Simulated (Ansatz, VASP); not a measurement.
# TePb in VASP and in Ansatz

File INCAR:

```
  PREC = Accurate
  ENCUT = 500
  EDIFF = 1E-6
  ISMEAR = 0
  SIGMA = 0.01
  LREAL = F
  LASPH = T
  NELM = 120
  ALGO = Normal
  ISIF = 2
  LWAVE = F
  LCHARG = F
  GGA = PS
  NBANDS = 17
  GGA_COMPAT = F
```

File KPOINTS:

```
regular mesh
0
Gamma
  6 6 6
```

The input POSCAR:

```
TePb
1.0
    0.0000000000      3.2310000000      3.2310000000
    3.2310000000      0.0000000000      3.2310000000
    3.2310000000      3.2310000000      0.0000000000
Pb Te
1 1
Direct
    0.0000000000      0.0000000000      0.0000000000
    0.5000000000      0.5000000000      0.5000000000
```

Input for Ansatz:

```yaml
crystal:
  lattice:
    - [0.0, 3.231, 3.231]
    - [3.231, 0.0, 3.231]
    - [3.231, 3.231, 0.0]
  atoms:
    - { symbol: Pb, position: [0.0, 0.0, 0.0] }
    - { symbol: Te, position: [0.5, 0.5, 0.5] }
basis:
  ecutwfc: 420
kpoints:
  mp_grid: { grid: [6, 6, 6] }
  band_path:
    path:
      - [0.0, 0.0, 0.0]
      - [0.0, 0.0, 0.0]
      - [0.0, 0.0, 0.0]
      - [0.0, 0.0, 0.0]
      - [0.0, 0.0, 0.0]
      - [0.0, 0.0, 0.0]
      - [0.0, 0.0, 0.0]
      - [0.0, 0.0, 0.0]
      - [0.0, 0.0, 0.0]
      - [0.0, 0.0, 0.0]
      - [0.0, 0.0, 0.0]
      - [0.0, 0.0, 0.0]
      - [0.0, 0.0, 0.0]
      - [0.0, 0.0, 0.0]
      - [0.0, 0.0, 0.0]
      - [0.0, 0.0, 0.0]
      - [0.0, 0.0, 0.0]
      - [0.0, 0.0, 0.0]
      - [0.0, 0.0, 0.0]
      - [0.0, 0.0, 0.0]
      - [0.0, 0.0, 0.0]
      - [0.0, 0.0, 0.0]
      - [0.0, 0.0, 0.0]
      - [0.0, 0.0, 0.0]
      - [0.0, 0.0, 0.0]
      - [0.0, 0.0, 0.0]
      - [0.3, 0.3, 0.0]
      - [0.3166666667, 0.3166666667, 0.0]
      - [0.3333333333, 0.3333333333, 0.0]
      - [0.35, 0.35, 0.0]
      - [0.3666666667, 0.3666666667, 0.0]
      - [0.3833333333, 0.3833333333, 0.0]
      - [0.4, 0.4, 0.0]
      - [0.4166666667, 0.4166666667, 0.0]
      - [0.4333333333, 0.4333333333, 0.0]
      - [0.45, 0.45, 0.0]
      - [0.4666666667, 0.4666666667, 0.0]
      - [0.4833333333, 0.4833333333, 0.0]
      - [0.5, 0.5, 0.0]
      - [0.5, 0.5, 0.5]
      - [0.5, 0.5, 0.5]
      - [0.5, 0.5, 0.5]
      - [0.5, 0.5, 0.5]
      - [0.5, 0.5, 0.5]
      - [0.5, 0.5, 0.5]
      - [0.5, 0.5, 0.5]
      - [0.5, 0.5, 0.5]
      - [0.5, 0.5, 0.5]
      - [0.5, 0.5, 0.5]
      - [0.5, 0.5, 0.5]
      - [0.5, 0.5, 0.5]
      - [0.5, 0.5, 0.5]
      - [0.5, 0.5, 0.5]
      - [0.5, 0.5, 0.5]
      - [0.5, 0.5, 0.5]
      - [0.5, 0.5, 0.5]
      - [0.5, 0.5, 0.5]
      - [0.5, 0.5, 0.5]
      - [0.5, 0.5, 0.5]
      - [0.5, 0.5, 0.5]
      - [0.5, 0.5, 0.5]
      - [0.5, 0.5, 0.5]
      - [0.5, 0.5, 0.5]
      - [0.5, 0.5, 0.5]
      - [0.5, 0.5, 0.5]
    npoints: 1
hamiltonian:
  xc: pbesol
  pseudopotentials: { kind: paw, azcp: { folder: soft_1 } }
scf:
  occupations: { method: fixed }
  n_extra_bands: 5
output:
  eigenvalues: true
```

Alike in both runs: task single point; functional PBEsol; k mesh 6 × 6 × 6; no spin polarisation.

|  | VASP | Ansatz |
| --- | --- | --- |
| version | VASP 6.6.1 | Ansatz 0.2.0 |
| potentials or method | VASP PAW PBE potentials, release 64 (Pb_d, Te), cutoff 500 eV | scalar-relativistic, plane waves, PAW |
| occupations | gaussian, width 0.01 eV | fixed |
| valence electrons in the cell | 20 | 30 |

```tsv
	VASP	Ansatz	Ansatz less VASP
gap on the k mesh at the Fermi level (eV)	0.67	0.67	+0.002
least direct gap on the mesh (eV)	0.67	0.67	+0.002
```

VASP's potentials were made for PBE, not for PBEsol, and Ansatz warns of the same on its side. VASP's potentials hold 20 valence electrons a cell and Ansatz's 30, so a difference there can come from the potentials and not from the codes.

Neither program's run includes spin-orbit coupling.
